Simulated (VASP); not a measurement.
# Ta2N (P-1) in VASP: notebook, part 3 of 3

VASP 6.6.1.

**5. Single point, PBEsol (engineering shear strain xy -0.0350, normal strain along z +0.0525)**

File INCAR:

```
SYSTEM = Ta2N
PREC = Accurate ; ENCUT = 520
EDIFF = 1E-6 ; ISMEAR = 0
SIGMA = 0.15 ; LREAL = .False.
LASPH = .True. ; NELM = 60
ALGO = Fast ; ISIF = 2
LWAVE = .False. ; LCHARG = .False.
GGA = PS ; NBANDS = 20
```

File KPOINTS:

```
regular mesh
0
Gamma
  15 15 8
  0 0 0
```

File POSCAR:

```
Ta2N
1.0
    3.0782595490     -0.0538695421      0.0000000000
   -1.5857821664      2.6927857399      0.0000000000
    0.0000000000      0.0000000000      5.0771894162
Ta N
2 1
Direct
    0.6666666667      0.3333333333      0.7463700642
    0.3333333333      0.6666666667      0.2536299358
    0.0000000000      0.0000000000      0.0000000000
```

Potentials or basis: VASP PAW PBE potentials, release 64 (Ta_pv, N).

Command:

```
> cat potpaw_PBE.64/Ta_pv/POTCAR potpaw_PBE.64/N/POTCAR > POTCAR
> mpirun -np 1 vasp_std > vasp.out
```

OUTCAR:

```text
SYSTEM = Ta2N
   PREC = Accurate
   ENCUT = 520
   EDIFF = 1E-6
   ISMEAR = 0
   LREAL = .False.
   LASPH = .True.
   NELM = 60
   ISIF = 2
   GGA = PS

 ion  position               nearest neighbor table
   1  0.667  0.333  0.746-   3 2.17   3 2.19   3 2.22   2 3.05   2 3.07   2 3.08   2 3.11   2 3.13
                             2 3.14
   2  0.333  0.667  0.254-   3 2.17   3 2.19   3 2.22   1 3.05   1 3.07   1 3.08   1 3.11   1 3.13
                             1 3.14
   3  0.000  0.000  0.000-   1 2.17   2 2.17   1 2.19   2 2.19   1 2.22   2 2.22

  LATTYP: Found a simple monoclinic cell.
 ALAT       =     3.0317268077
 B/A-ratio  =     1.6746856621
 C/A-ratio  =     1.0155040565
 COS(beta)  =    -0.4769806211

  Lattice vectors:

 A1 = (   1.4924773826,   2.6389161978,   0.0000000000)
 A2 = (   0.0000000000,   0.0000000000,  -5.0771894162)
 A3 = (  -3.0782595490,   0.0538695421,   0.0000000000)

Analysis of symmetry for initial positions (statically):
=====================================================================
 Subroutine PRICEL returns:
 Original cell was already a primitive cell.

 Routine SETGRP: Setting up the symmetry group for a
 simple monoclinic supercell.

 Subroutine GETGRP returns: Found  2 space group operations
 (whereof  2 operations were pure point group operations)
 out of a pool of  4 trial point group operations.

The static configuration has the point symmetry S_2 .

Analysis of symmetry for dynamics (positions and initial velocities):
=====================================================================
 Subroutine PRICEL returns:
 Original cell was already a primitive cell.

 Routine SETGRP: Setting up the symmetry group for a
 simple monoclinic supercell.

 Subroutine GETGRP returns: Found  2 space group operations
 (whereof  2 operations were pure point group operations)
 out of a pool of  4 trial point group operations.

The dynamic configuration has the point symmetry S_2 .

[... 116 lines left out ...]
   EFERMI_NEDOS =   21; number of points for ismear=-14 and -15
   IALGO  =     68    algorithm
   IMIX   =      4    mixing-type and parameters
     AMIX     =   0.40;   BMIX     =  1.00
     AMIX_MAG =   1.60;   BMIX_MAG =  1.00
  volume/ion in A,a.u.               =      13.88        93.69
  Fermi-wavevector in a.u.,A,eV,Ry     =   1.416834  2.677428 27.312584  2.007418
  Thomas-Fermi vector in A             =   2.538127
   LORBIT       =      0    0 simple, 1 ext, 2 COOP (PROOUT), +10 PAW based schemes
   GGA     = PS    functional components
   LHFCALC =     F    Hartree Fock is set to
   AEXX    =    0.0000 exact exchange contribution
   IVDW    =     0    specifies the selected vdW correction
   LEPSILON=     F    determine dielectric tensor
   LRPA    =     F    only Hartree local field effects (RPA)
 non-spin polarized calculation
 RMM-DIIS sequential band-by-band and
 Gauss-broadening in eV      SIGMA  =   0.15
  energy-cutoff  :      520.00
  volume of cell :       41.65
 maximum number of plane-waves:      1138
   NGX = 11   NGY = 11   NGZ = 19

 number of electron      27.0000001 magnetization

 Free energy of the ion-electron system (eV)
  ---------------------------------------------------
  ext. energy  EPLUGINS =         0.00000000
  ---------------------------------------------------
  free energy    TOTEN  =       -36.34845694 eV

  energy without entropy =      -36.33297255  energy(sigma->0) =      -36.34071475

 E-fermi :   7.0842     XC(G=0): -12.8752

 val. band max:        7.0831760183   @ k =   0.3333   0.4000   0.5000
 cond. band min:       7.0864653067   @ k =   0.4000  -0.4000   0.2500
 fundamental gap:      0.0032892884
 Fermi energy:         7.0841643883

 k-point     1 :       0.0000    0.0000    0.0000
  band No.  band energies     occupation
      1     -28.5196      2.00000
      2     -27.8293      2.00000
      3     -27.7744      2.00000
      4     -27.7414      2.00000
      5     -27.7118      2.00000
      6     -27.6865      2.00000
[... 541 lines left out ...]
     19       9.5735      0.00000
     20      11.6536      0.00000

 [... further k-points ...]

------------------------ aborting loop because EDIFF is reached ----------------------------------------

  FORCE on cell =-STRESS in cart. coord.  units (eV):
  Direction    XX          YY          ZZ          XY          YZ          ZX
  --------------------------------------------------------------------------------------
  -------------------------------------------------------------------------------------
  Total       -2.5388196     -2.5624105     -4.9613207      1.2275841     -0.0141652     -0.4399376
  in kB      -97.6587077    -98.5661629   -190.8430891     47.2204780     -0.5448817    -16.9227215
  external PRESSURE =    -129.0226532 kB  Pullay stress =       0.0000000 kB

 VOLUME and BASIS-vectors are now :
 -----------------------------------------------------------------------------
  energy-cutoff  :      520.00
  volume of cell :       41.65
      direct lattice vectors                 reciprocal lattice vectors
     3.078259549 -0.053869542  0.000000000     0.328241674  0.193301601  0.000000000
    -1.585782166  2.692785740  0.000000000     0.006566519  0.375229657  0.000000000
     0.000000000  0.000000000  5.077189416     0.000000000  0.000000000  0.196959364

 POSITION                                       TOTAL-FORCE (eV/Angst)
 -----------------------------------------------------------------------------------
      1.52358      0.86168      3.78946         0.058829     -0.001766     -0.105245
     -0.03110      1.77723      1.28773        -0.058829      0.001766      0.105245
      0.00000      0.00000      0.00000         0.000000      0.000000      0.000000
 -----------------------------------------------------------------------------------
    total drift:                                0.000000     -0.000000      0.000000

  FREE ENERGIE OF THE ION-ELECTRON SYSTEM (eV)
  ---------------------------------------------------
  free  energy   TOTEN  =       -36.3484569431 eV

  energy  without entropy=      -36.3329725486  energy(sigma->0) =      -36.34071475
```

OSZICAR:

```text
N       E                     dE             d eps       ncg     rms          rms(c)
DAV:   1     0.210156754455E+03    0.21016E+03   -0.14967E+04 36048   0.138E+03
DAV:   2    -0.302058931142E+02   -0.24036E+03   -0.23418E+03 40928   0.395E+02
DAV:   3    -0.394328270308E+02   -0.92269E+01   -0.90381E+01 45708   0.697E+01
DAV:   4    -0.395580708920E+02   -0.12524E+00   -0.12450E+00 45044   0.768E+00
DAV:   5    -0.395594298636E+02   -0.13590E-02   -0.13580E-02 44424   0.662E-01    0.257E+01
RMM:   6    -0.366701376522E+02    0.28893E+01   -0.86741E+00 45762   0.158E+01    0.120E+01
RMM:   7    -0.363811797059E+02    0.28896E+00   -0.12037E+00 44154   0.725E+00    0.603E+00
RMM:   8    -0.363447664901E+02    0.36413E-01   -0.52098E-01 46131   0.393E+00    0.473E-01
RMM:   9    -0.363480741447E+02   -0.33077E-02   -0.10375E-01 48939   0.164E+00    0.511E-01
RMM:  10    -0.363483190029E+02   -0.24486E-03   -0.18072E-02 49160   0.667E-01    0.112E-01
RMM:  11    -0.363483980699E+02   -0.79067E-04   -0.28833E-03 50043   0.311E-01    0.496E-02
RMM:  12    -0.363484548640E+02   -0.56794E-04   -0.67863E-04 51293   0.127E-01    0.392E-02
RMM:  13    -0.363484556816E+02   -0.81755E-06   -0.11795E-04 51137   0.617E-02    0.814E-03
RMM:  14    -0.363484567790E+02   -0.10974E-05   -0.20551E-05 49483   0.293E-02    0.303E-03
RMM:  15    -0.363484569431E+02   -0.16406E-06   -0.43803E-06 39683   0.127E-02
   1 F= -.36348457E+02 E0= -.36340715E+02  d E =-.154844E-01
```

It took 17 min on 1 thread of Oxide Virtual Turin-like, shared host; peak memory 0.67 GiB.

What came out:

- Free energy: -36.3485 eV
- Pressure: -12.9 GPa
- Largest force: 0.121 eV/Å
- Band gap on the k mesh: zero (an odd number of electrons rules out a gap without spin polarisation)

Forces in eV/Å, atoms in the order of the input:
```
Ta   0.059 -0.002 -0.105
Ta  -0.059  0.002  0.105
N    0.000  0.000  0.000
```

Stress tensor (GPa, compression positive):
```
 -9.77   4.72  -1.69
  4.72  -9.86  -0.05
 -1.69  -0.05 -19.08
```

Caveat: the cell differs from its parent crystal (engineering shear strain xy -0.0350, normal strain along z +0.0525); the stress differs along the axes, from -19 to -10 GPa; the PAW data sets were made with another functional, which shifts forces and pressure a little; spin-orbit coupling is left out, which moves the levels of the heavy elements.

**6. The runs side by side**

| cell | gap on the mesh (eV) | pressure (GPa) | largest force (eV/Å) |
| --- | --- | --- | --- |
| a = 3.079, b = 3.125, c = 4.993 Å, angles 90.0, 90.0, 121.5°, 3 atoms | none | -8.8 | 0.13 |
| a = 3.079, b = 3.125, c = 4.740 Å, angles 90.0, 90.0, 121.5°, 3 atoms | none | 6.6 | 0.09 |
| a = 3.079, b = 3.125, c = 4.486 Å, angles 90.0, 90.0, 121.5°, 3 atoms | none | 27.6 | 0.06 |
| a = 3.079, b = 3.125, c = 5.077 Å, angles 90.0, 90.0, 121.5°, 3 atoms | none | -12.9 | 0.12 |

Alike in all rows: task single point; level PBEsol; potentials or basis VASP PAW PBE potentials, release 64 (Ta_pv, N); no spin polarisation; k mesh 15 × 15 × 8; cutoff (eV) 520; smearing gaussian 0.15 eV.

Caveats: the PAW data sets were made with another functional, which shifts forces and pressure a little; spin-orbit coupling is left out, which moves the levels of the heavy elements; the stress differs along the axes, from -13 to -6 GPa (at least some runs); the cell stands under pressure (at least some runs); the stress differs along the axes, from 21 to 41 GPa (at least some runs); the stress differs along the axes, from -19 to -10 GPa (at least some runs).

Absolute energies hang on the potentials; compare differences alone.
